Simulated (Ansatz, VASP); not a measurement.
**In2CuO4 in VASP and in Ansatz**

```xyz
7
Lattice="-1.9189 1.9189 5.6840 1.9189 -1.9189 5.6840 1.9189 1.9189 -5.6840" Properties=species:S:1:pos:R:3 pbc="T T T"
In    0.0000    0.0000    3.9355
In    0.0000    0.0000    7.4326
Cu    0.0000    0.0000    0.0000
O     0.0000    1.9189    0.0000
O     1.9189    0.0000    0.0000
O     0.0000    1.9189    2.8420
O     1.9189    0.0000    2.8420
```

Alike in both runs: functional PBE; k mesh 6 × 6 × 6; occupations gaussian, width 0.1 eV; collinear spin.

Ansatz relaxed the structure, and its values are those at the end. VASP's run is a single point on that final structure, the one shown.

|  | VASP | Ansatz |
| --- | --- | --- |
| version | VASP 6.6.1 | Ansatz 0.2.0 |
| potentials or method | VASP PAW PBE potentials, release 64 (In_d, Cu, O), cutoff 520 eV | scalar-relativistic, plane waves, PAW |
| valence electrons in the cell | 61 | 69 |

```csv
,VASP,Ansatz,Ansatz less VASP
gap on the k mesh at the Fermi level (eV),none,none,-
pressure (GPa),0.5,0.0,-0.47
rms of the force components (eV/Å),0.008,0.001,-0.0071
net moment per atom (μB),0.02,0.02,0.000
size of the moment on the site where the two differ most (μB),0.09,0.09,-0.004
```

Site moments also hang on the region over which each program counts them. A gap of «none» marks a metal or a gap that the smearing closes. VASP's potentials hold 61 valence electrons a cell and Ansatz's 69, so a difference there can come from the potentials and not from the codes.

The k mesh is coarse, so the values compare programs but aren't converged.
